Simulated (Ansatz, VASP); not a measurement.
## Two plane-wave programs on As

File INCAR:

```
SYSTEM = As
PREC = Accurate ; ENCUT = 600
EDIFF = 1E-6 ; ISMEAR = 0
SIGMA = 0.1 ; LREAL = .False.
LASPH = .True. ; NELM = 120
ALGO = Normal ; ISIF = 2
LWAVE = .False. ; LCHARG = .False.
GGA = B5 ; ALDAX = 1.0
AGGAX = 1.0 ; AGGAC = 1.0
ALDAC = 0.0 ; NBANDS = 22
GGA_COMPAT = .False.
```

Contents of KPOINTS:

```
Automatic mesh
0
Gamma
  6 6 6
  0 0 0
```

The input POSCAR:

```
As
1.0
    1.8797494575      1.0852738553      3.4857700000
   -1.8797494575      1.0852738553      3.4857700000
    0.0000000000     -2.1705477106      3.4857700000
As
2
Direct
    0.2275400000      0.2275400000      0.2275400000
    0.7724600000      0.7724600000      0.7724600000
```

Input for Ansatz:

```yaml
crystal:
  lattice:
    - [1.8797494575, 1.0852738553, 3.48577]
    - [-1.8797494575, 1.0852738553, 3.48577]
    - [0.0, -2.1705477106, 3.48577]
  atoms:
    - { symbol: As, position: [0.22754, 0.22754, 0.22754] }
    - { symbol: As, position: [0.77246, 0.77246, 0.77246] }
basis:
  ecutwfc: 420
  ecutrho_ratio: 5
kpoints:
  mp_grid: { grid: [6, 6, 6] }
hamiltonian:
  xc: blyp
scf:
  occupations: { method: gaussian, width: 0.1 }
  n_extra_bands: 2
  max_iter: 69
output:
  forces: true
  stress: false
  eigenvalues: true
```

Alike in both runs: task single point; functional BLYP; k mesh 6 × 6 × 6; occupations gaussian, width 0.1 eV; no spin polarisation.

|  | VASP | Ansatz |
| --- | --- | --- |
| version | VASP 6.6.1 | Ansatz 0.2.0 |
| potentials or method | VASP PAW PBE potentials, release 64 (As_d), cutoff 600 eV | scalar-relativistic, plane waves, PAW |
| valence electrons in the cell | 30 | 30 |

Ansatz gave:

```
gap on the k mesh at the Fermi level (eV) : none
rms of the force components (eV/Å)        : 0.062
```

Problem. Which values does VASP return?

Solution. gap on the k mesh at the Fermi level (eV): none; rms of the force components (eV/Å): 0.084.

VASP's potentials were made for PBE, not for BLYP. Atom by atom the forces differ by 0.022 eV/Å (rms over components). A gap of «none» marks a metal or a gap that the smearing closes.
